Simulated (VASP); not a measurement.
Here is a VASP 6.6.1 calculation.

The input INCAR:

```
SYSTEM = Cu
PREC     = Accurate       ! precision mode
ENCUT    = 600            ! plane-wave cutoff, eV
EDIFF    = 1E-6           ! SCF threshold, eV
ISMEAR   = -1             ! smearing method
SIGMA    = 0.05           ! smearing width, eV
LREAL    = .False.        ! projectors in reciprocal space
LASPH    = .True.         ! aspherical terms in the spheres
NELM     = 80             ! most SCF steps
ALGO     = Fast           ! electronic algorithm
ISIF     = 3              ! what is computed and relaxed
LWAVE    = .False.        ! write WAVECAR
LCHARG   = .False.        ! write CHGCAR
GGA      = PS             ! functional
IBRION   = 2              ! ionic algorithm
NSW      = 60             ! ionic steps
EDIFFG   = -0.01          ! ionic threshold
```

The input KPOINTS:

```
Automatic mesh
0
Gamma
  12 12 4
  0 0 0
```

POSCAR

```
Cu
1.0
    2.5307640267      0.0000000000      0.0000000000
   -1.2653820134      2.1917059381      0.0000000000
    0.0000000000      0.0000000000      8.2618150800
Cu
4
Direct
    0.6666666667      0.3333333333      0.7500000000
    0.0000000000      0.0000000000      0.5000000000
    0.3333333333      0.6666666667      0.2500000000
    0.0000000000      0.0000000000      0.0000000000
```

Potentials or basis: VASP PAW PBE potentials, release 64 (Cu).

Run with:

```sh
$ cat potpaw_PBE.64/Cu/POTCAR > POTCAR
$ mpirun -np 1 vasp_std > vasp.out
```

Question: What does it give for the band gap on the k mesh?

Answer: Zero (bands 22 and 23 overlap by 5.21 eV).

Question: Estimate the space group after relaxing (to 0.1 Å).

Answer: P6_3/mmc (No. 194).

Question: Estimate the relaxed cell.

Answer: a = 2.528 Å, b = 2.528 Å, c = 8.228 Å, α = 90.00°, β = 90.00°, γ = 120.00°.

Final structure:
```yaml
crystal:
  lattice:
    - [2.52772, 0.00000, 0.00000]
    - [-1.26386, 2.18907, 0.00000]
    - [0.00000, 0.00000, 8.22755]
  atoms:
    - { symbol: Cu, position: [0.66667, 0.33333, 0.75000] }
    - { symbol: Cu, position: [0.00000, 0.00000, 0.50000] }
    - { symbol: Cu, position: [0.33333, 0.66667, 0.25000] }
    - { symbol: Cu, position: [0.00000, 0.00000, 0.00000] }
```
